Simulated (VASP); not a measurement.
# Mg (Fm-3m) in VASP: notebook

Runs on Mg. Level: PBE. Tasks: single point.

All numbers are computed with VASP 6.6.1; they aren't measurements. Logs are shortened: lines on timing, memory, paths and dates and some standing lists are left out, and cuts for length are marked.

### Step 1. The cell of the first run

It takes space group Fm-3m (No. 225, cubic). Conventional cell: a = 4.397 Å, b = 4.397 Å, c = 4.397 Å, α = 90.00°, β = 90.00°, γ = 90.00°. Mg (site symmetry m-3m) has 12 Mg at 3.11 Å within 4.1 Å.

### Step 2. Single point, PBE (volume scaled by 0.94)

The input, INCAR:

```
SYSTEM = Mg
PREC = Accurate ; ENCUT = 520
EDIFF = 1E-7 ; ISMEAR = -1
SIGMA = 0.03 ; LREAL = .False.
LASPH = .True. ; NELM = 80
ALGO = Normal ; ISIF = 2
LWAVE = .False. ; LCHARG = .False.
GGA = PE ; NBANDS = 7
```

The input, KPOINTS:

```
Automatic mesh
0
Gamma
  16 16 16
  0 0 0
```

The input, POSCAR:

```
Mg
1.0
    0.0000000000      2.1984420020      2.1984420020
    2.1984420020      0.0000000000      2.1984420020
    2.1984420020      2.1984420020      0.0000000000
Mg
1
Direct
    0.0000000000      0.0000000000      0.0000000000
```

Potentials or basis: VASP PAW PBE potentials, release 64 (Mg).

Command:

```bash
$ cat potpaw_PBE.64/Mg/POTCAR > POTCAR
$ mpirun -np 1 vasp_std > vasp.out
```

OUTCAR:

```text
SYSTEM = Mg
   PREC = Accurate
   ENCUT = 520
   EDIFF = 1E-7
   ISMEAR = -1
   LREAL = .False.
   LASPH = .True.
   NELM = 80
   ISIF = 2
   GGA = PE

 ion  position               nearest neighbor table
   1  0.000  0.000  0.000-

  LATTYP: Found a face centered cubic cell.
 ALAT       =     4.3968840040

  Lattice vectors:

 A1 = (   0.0000000000,   2.1984420020,   2.1984420020)
 A2 = (   2.1984420020,   0.0000000000,   2.1984420020)
 A3 = (   2.1984420020,   2.1984420020,   0.0000000000)

Analysis of symmetry for initial positions (statically):
=====================================================================
 Subroutine PRICEL returns:
 Original cell was already a primitive cell.

 Routine SETGRP: Setting up the symmetry group for a
 face centered cubic supercell.

 Subroutine GETGRP returns: Found 48 space group operations
 (whereof 48 operations were pure point group operations)
 out of a pool of 48 trial point group operations.

The static configuration has the point symmetry O_h .

Analysis of symmetry for dynamics (positions and initial velocities):
=====================================================================
 Subroutine PRICEL returns:
 Original cell was already a primitive cell.

 Routine SETGRP: Setting up the symmetry group for a
 face centered cubic supercell.

 Subroutine GETGRP returns: Found 48 space group operations
 (whereof 48 operations were pure point group operations)
 out of a pool of 48 trial point group operations.

The dynamic configuration has the point symmetry O_h .

 Subroutine INISYM returns: Found 48 space group operations
 (whereof 48 operations are pure point group operations),
 and found     1 'primitive' translations

----------------------------------------------------------------------------------------

                                     Primitive cell

  volume of cell :      21.2508

  direct lattice vectors                    reciprocal lattice vectors
     0.000000000  2.198442002  2.198442002    -0.227433792  0.227433792  0.227433792
     2.198442002  0.000000000  2.198442002     0.227433792 -0.227433792  0.227433792
     2.198442002  2.198442002  0.000000000     0.227433792  0.227433792 -0.227433792

  length of vectors
     3.109066495  3.109066495  3.109066495     0.393926882  0.393926882  0.393926882

  position of ions in fractional coordinates (direct lattice)
     0.000000000  0.000000000  0.000000000

  ion indices of the primitive-cell ions
   primitive index   ion index
                 1           1

----------------------------------------------------------------------------------------

 KPOINTS: Automatic mesh

Automatic generation of k-mesh.
 Grid dimensions read from file:
 generate k-points for:   16   16   16

 Generating k-lattice:

  Cartesian coordinates                     Fractional coordinates (reciprocal lattice)
    -0.014214612  0.014214612  0.014214612     0.062500000  0.000000000  0.000000000
     0.014214612 -0.014214612  0.014214612     0.000000000  0.062500000  0.000000000
     0.014214612  0.014214612 -0.014214612     0.000000000  0.000000000  0.062500000

  Length of vectors
     0.024620430  0.024620430  0.024620430

  Shift w.r.t. Gamma in fractional coordinates (k-lattice)
     0.000000000  0.000000000  0.000000000

 Subroutine IBZKPT returns following result:
 ===========================================

 Found    145 irreducible k-points:

 Following reciprocal coordinates:
            Coordinates               Weight
  0.000000  0.000000  0.000000      1.000000
  0.062500  0.000000  0.000000      8.000000
  0.125000  0.000000  0.000000      8.000000
  0.187500  0.000000  0.000000      8.000000
  0.250000  0.000000  0.000000      8.000000
  0.312500  0.000000  0.000000      8.000000
[... 16 lines left out ...]
 -0.125000  0.062500  0.000000     24.000000
 -0.062500  0.062500  0.000000     12.000000
 [... further k-points ...]
   k-points           NKPTS =    145   k-points in BZ     NKDIM =    145   number of bands    NBANDS=      7
   number of dos      NEDOS =    301   number of ions     NIONS =      1
   total plane-waves  NPLWV =  13824
   dimension x,y,z NGX =    24 NGY =   24 NGZ =   24
   dimension x,y,z NGXF=    48 NGYF=   48 NGZF=   48
   ions per type =               1
   NGX,Y,Z   is equivalent  to a cutoff of  12.83, 12.83, 12.83 a.u.
   NGXF,Y,Z  is equivalent  to a cutoff of  25.67, 25.67, 25.67 a.u.
 SYSTEM =  Mg
   PREC   = accura    normal or accurate (medium, high low for compatibility)
   ISTART =      0    job   : 0-new  1-cont  2-samecut
   ICHARG =      2    charge: 1-file 2-atom 10-const
   ISPIN  =      1    spin polarized calculation?
   LNONCOLLINEAR =      F non collinear calculations
   LSORBIT =      F    spin-orbit coupling
   LASPH  =      T    aspherical Exc in radial PAW
   ENCUT  =  520.0 eV  38.22 Ry    6.18 a.u.   5.78  5.78  5.78*2*pi/ulx,y,z
   NELM   =     80;   NELMIN=  2; NELMDL= -5     # of ELM steps
   EDIFF  = 0.1E-06   stopping-criterion for ELM
   LREAL  =      F    real-space projection
   EDIFFG = 0.1E-05   stopping-criterion for IOM
   NSW    =      0    number of steps for IOM
   IBRION =     -1    ionic relax: 0-MD 1-quasi-New 2-CG
   NFREE  =      0    steps in history (QN), initial steepest desc. (CG)
   ISIF   =      2    stress and relaxation
   ISYM   =      2    0-nonsym 1-usesym 2-fastsym
   POTIM  = 0.5000    time-step for ionic-motion
   TEBEG  =    0.0;   TEEND  =   0.0 temperature during run
   PSTRESS=    0.0 pullay stress
   NELECT =       2.0000    total number of electrons
   NUPDOWN=      -1.0000    fix difference up-down
   EMIN   =  10.00;   EMAX   =-10.00  energy-range for DOS
   EFERMI =   0.00;   METHOD = LEGACY
   ISMEAR =    -1;   SIGMA  =   0.03  broadening in eV -4-tet -1-fermi 0-gaus
   EFERMI_NEDOS =   21; number of points for ismear=-14 and -15
   IALGO  =     38    algorithm
   IMIX   =      4    mixing-type and parameters
     AMIX     =   0.40;   BMIX     =  1.00
     AMIX_MAG =   1.60;   BMIX_MAG =  1.00
  volume/ion in A,a.u.               =      21.25       143.41
  Fermi-wavevector in a.u.,A,eV,Ry     =   0.744663  1.407209  7.544745  0.554523
  Thomas-Fermi vector in A             =   1.840068
   LORBIT       =      0    0 simple, 1 ext, 2 COOP (PROOUT), +10 PAW based schemes
   GGA     = PE    functional components
[... 5 lines left out ...]
 non-spin polarized calculation
  energy-cutoff  :      520.00
  volume of cell :       21.25
 maximum number of plane-waves:       588
   NGX = 11   NGY = 11   NGZ = 11

 number of electron       2.0000000 magnetization

 Free energy of the ion-electron system (eV)
  ---------------------------------------------------
  ext. energy  EPLUGINS =         0.00000000
  ---------------------------------------------------
  free energy    TOTEN  =        -1.47439920 eV

  energy without entropy =       -1.47228639  energy(sigma->0) =       -1.47334280

 E-fermi :   3.0206     XC(G=0):  -8.7339

 val. band max:        3.0129536140   @ k =  -0.3750   0.4375   0.1250
 cond. band min:       3.0330771359   @ k =  -0.3125   0.3750   0.1250
 fundamental gap:      0.0201235218
 Fermi energy:         3.0206024032

 k-point     1 :       0.0000    0.0000    0.0000
  band No.  band energies     occupation
      1      -4.2225      2.00000
      2      15.8849      0.00000
      3      15.8849      0.00000
      4      15.8849      0.00000
      5      18.2380      0.00000
      6      18.2380      0.00000
      7      18.2893      0.00000

 k-point     2 :       0.0625    0.0000    0.0000
  band No.  band energies     occupation
      1      -4.1310      2.00000
      2      14.4707      0.00000
      3      15.7029      0.00000
      4      15.7029      0.00000
      5      18.1305      0.00000
      6      18.5711      0.00000
      7      18.5711      0.00000

 k-point     3 :       0.1250    0.0000    0.0000
  band No.  band energies     occupation
      1      -3.8571      2.00000
      2      12.3461      0.00000
      3      15.3437      0.00000
      4      15.3437      0.00000
      5      17.8187      0.00000
      6      19.3809      0.00000
      7      19.3809      0.00000

 k-point     4 :       0.1875    0.0000    0.0000
  band No.  band energies     occupation
      1      -3.4024      2.00000
      2      10.2322      0.00000
      3      15.0070      0.00000
      4      15.0070      0.00000
      5      17.4771      0.00000
      6      19.2699      0.00000
      7      19.2699      0.00000

 k-point     5 :       0.2500    0.0000    0.0000
  band No.  band energies     occupation
      1      -2.7697      2.00000
      2       8.2156      0.00000
      3      14.7641      0.00000
      4      14.7641      0.00000
      5      17.2057      0.00000
      6      18.2344      0.00000
      7      18.2344      0.00000
[... 161 lines left out ...]
 k-point    22 :      -0.1875    0.0625    0.0000
  band No.  band energies     occupation
      1      -3.1307      2.00000
      2       9.5929      0.00000
      3      13.2759      0.00000
      4      15.9743      0.00000
      5      17.8898      0.00000
      6      18.0511      0.00000
      7      19.1771      0.00000

 k-point    23 :      -0.1250    0.0625    0.0000
  band No.  band energies     occupation
      1      -3.6446      2.00000
      2      11.6297      0.00000
      3      13.6869      0.00000
      4      16.1578      0.00000
      5      18.3529      0.00000
      6      18.7653      0.00000
      7      19.2008      0.00000

 k-point    24 :      -0.0625    0.0625    0.0000
  band No.  band energies     occupation
      1      -3.9787      2.00000
      2      13.4984      0.00000
      3      14.4191      0.00000
      4      16.1221      0.00000
      5      18.3922      0.00000
      6      18.4686      0.00000
      7      19.0957      0.00000

 [... further k-points ...]

------------------------ aborting loop because EDIFF is reached ----------------------------------------

  FORCE on cell =-STRESS in cart. coord.  units (eV):
  Direction    XX          YY          ZZ          XY          YZ          ZX
  --------------------------------------------------------------------------------------
  -------------------------------------------------------------------------------------
  Total        0.4528860      0.4528860      0.4528860      0.0000000      0.0000000     -0.0000000
  in kB       34.1447894     34.1447894     34.1447894      0.0000000      0.0000000     -0.0000000
  external PRESSURE =      34.1447894 kB  Pullay stress =       0.0000000 kB

 VOLUME and BASIS-vectors are now :
 -----------------------------------------------------------------------------
  energy-cutoff  :      520.00
  volume of cell :       21.25
      direct lattice vectors                 reciprocal lattice vectors
     0.000000000  2.198442002  2.198442002    -0.227433792  0.227433792  0.227433792
     2.198442002  0.000000000  2.198442002     0.227433792 -0.227433792  0.227433792
     2.198442002  2.198442002  0.000000000     0.227433792  0.227433792 -0.227433792

 POSITION                                       TOTAL-FORCE (eV/Angst)
 -----------------------------------------------------------------------------------
      0.00000      0.00000      0.00000         0.000000      0.000000      0.000000
 -----------------------------------------------------------------------------------
    total drift:                               -0.000000      0.000000      0.000000

  FREE ENERGIE OF THE ION-ELECTRON SYSTEM (eV)
  ---------------------------------------------------
  free  energy   TOTEN  =        -1.4743992042 eV

  energy  without entropy=       -1.4722863924  energy(sigma->0) =       -1.47334280
```

Run time: 5.5 s. Hardware: 1 thread of Intel Xeon 6975P-C (Granite Rapids), shared host; peak memory 0.14 GiB.

What came out:

| Quantity | Value |
| --- | --- |
| Free energy | -1.4744 eV |
| Pressure | 3.4 GPa |
| Band gap on the k mesh | zero (band 1 reaches 4.53 eV, above the bottom of band 2 at 1.76 eV) |

### Step 3. Single point, PBE (volume scaled by 0.9405)

The input, INCAR:

```
  PREC = Accurate
  ENCUT = 520
  EDIFF = 1E-6
  ISMEAR = -1
  SIGMA = 0.03
  LREAL = F
  LASPH = T
  NELM = 100
  ALGO = Normal
  ISIF = 2
  LWAVE = F
  LCHARG = F
  GGA = PE
  NBANDS = 7
```

The input, KPOINTS:

```
regular mesh
0
Gamma
  16 16 16
```

The input, POSCAR:

```
Mg
1.0
    0.0000000000      2.1988317276      2.1988317276
    2.1988317276      0.0000000000      2.1988317276
    2.1988317276      2.1988317276      0.0000000000
Mg
1
Direct
    0.0000000000      0.0000000000      0.0000000000
```

Potentials or basis: VASP PAW PBE potentials, release 64 (Mg).

Command:

```bash
$ cat potpaw_PBE.64/Mg/POTCAR > POTCAR
$ mpirun -np 1 vasp_std > vasp.out
```

Wall time 4.8 s (1 thread of Intel Xeon 6975P-C (Granite Rapids), shared host); peak memory 0.14 GiB.

Results (log left out):

| Quantity | Value |
| --- | --- |
| Free energy | -1.4746 eV |
| Pressure | 3.4 GPa |
| Band gap on the k mesh | zero (band 1 reaches 4.52 eV, above the bottom of band 2 at 1.75 eV) |

Levels at points of the mesh, in eV from the Fermi level:
```csv
k point,band 1,band 2,band 3,band 4,band 5,band 6
"(0.00, 0.00, 0.00)",-7.24,12.86,12.86,12.86,15.21,15.21
"(0.50, 0.00, 0.00)",-1.82,-1.27,11.70,11.70,12.89,12.89
"(0.50, 0.50, 0.00)",-0.23,0.86,6.25,7.38,7.38,10.56
```

[end of part 1 of 3]
